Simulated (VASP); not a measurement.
Input of a VASP 6.6.1 run:

Contents of INCAR:

```
SYSTEM = Si5PdW
PREC = Accurate ; ENCUT = 600
EDIFF = 1E-7 ; ISMEAR = 0
SIGMA = 0.1 ; LREAL = .False.
LASPH = .True. ; NELM = 60
ALGO = Normal ; ISIF = 4
LWAVE = .False. ; LCHARG = .False.
GGA = PE ; IBRION = 2
NSW = 50 ; EDIFFG = -0.01
```

KPOINTS

```
Automatic mesh
0
Gamma
  10 8 4
  0 0 0
```

POSCAR

```
Si5PdW
1.0
    3.4032069656      0.0000000000      0.0000000000
    0.0000000000      4.2929231641      0.0000000000
    0.0000000000      0.0000000000      7.3238696870
Si Pd W
5 1 1
Direct
    0.0000000000      0.5000000000      0.2452436679
    0.0000000000      0.5000000000      0.7547563321
    0.5000000000      0.0000000000      0.2865810367
    0.5000000000      0.0000000000      0.7134189633
    0.5000000000      0.5000000000      0.0000000000
    0.5000000000      0.5000000000      0.5000000000
    0.0000000000      0.0000000000      0.0000000000
```

Potentials or basis: VASP PAW PBE potentials, release 64 (Si, Pd, W_sv).

Run with:

```bash
$ cat potpaw_PBE.64/Si/POTCAR potpaw_PBE.64/Pd/POTCAR potpaw_PBE.64/W_sv/POTCAR > POTCAR
$ mpirun -np 1 vasp_std > vasp.out
```

Predict the band gap on the k mesh.

zero (bands 22 and 23 overlap by 2.30 eV).

Forces on the atoms (eV/Å):
```
Si   0.000  0.000  0.008
Si   0.000  0.000 -0.008
Si   0.000  0.000 -0.009
Si   0.000  0.000  0.009
Si   0.000  0.000  0.000
Pd   0.000  0.000  0.000
W    0.000  0.000  0.000
```

Caveat: spin-orbit coupling is left out, which moves the levels of the heavy elements.
